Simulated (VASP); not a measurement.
Wanted: the native input for a VASP 6.6.1 run.

```
Task                   : single point
Functional             : PBE
Potentials or basis    : VASP PAW PBE potentials, release 64 (Ge_d, F)
Cutoff                 : 520 eV
k mesh                 : 6 × 6 × 4
Occupations            : gaussian, width 0.1 eV
Spin                   : no spin polarisation
Dipole correction      : no
Further INCAR settings : ALGO = Normal; EDIFF = 1e-06; NBANDS = 24
```

The structure of Ge2F lies in POSCAR:

```
Ge2F
1.0
    4.3284249425      0.0000000000      0.0000000000
   -2.1642124713      3.7485259586      0.0000000000
    0.0000000000      0.0000000000      3.0412151083
Ge F
2 1
Direct
    0.3333333333      0.6666666667      0.5000000000
    0.6666666667      0.3333333333      0.5000000000
    0.0000000000      0.0000000000      0.0000000000
```

These files were run (other wordings do the same):

INCAR

```
SYSTEM = Ge2F
  PREC = Accurate
  ENCUT = 520
  EDIFF = 1E-6
  ISMEAR = 0
  SIGMA = 0.1
  LREAL = .False.
  LASPH = .True.
  NELM = 60
  ALGO = Normal
  ISIF = 2
  LWAVE = .False.
  LCHARG = .True.
  GGA = PE
  LELF = .True.
  LVHAR = .True.
  NBANDS = 24
```

KPOINTS

```
regular mesh
0
Gamma
  6 6 4
  0 0 0
```

Potentials or basis: VASP PAW PBE potentials, release 64 (Ge_d, F).

Launch:

```bash
$ cat potpaw_PBE.64/Ge_d/POTCAR potpaw_PBE.64/F/POTCAR > POTCAR
$ mpirun -np 1 vasp_std > vasp.out
```

Results of the run:

| Property | Result |
| --- | --- |
| Pressure | -0.3 GPa |

Caveat: the k points lie up to 0.52 Å⁻¹ apart; an odd number of electrons without spin polarisation forces a metal; a magnetic or distorted state may lie lower.

Run time: 24 s on 1 thread of Intel(R) Xeon(R) Platinum 8259CL CPU @ 2.50GHz (Skylake/Cascade Lake) (shared host), peak memory 0.16 GiB.
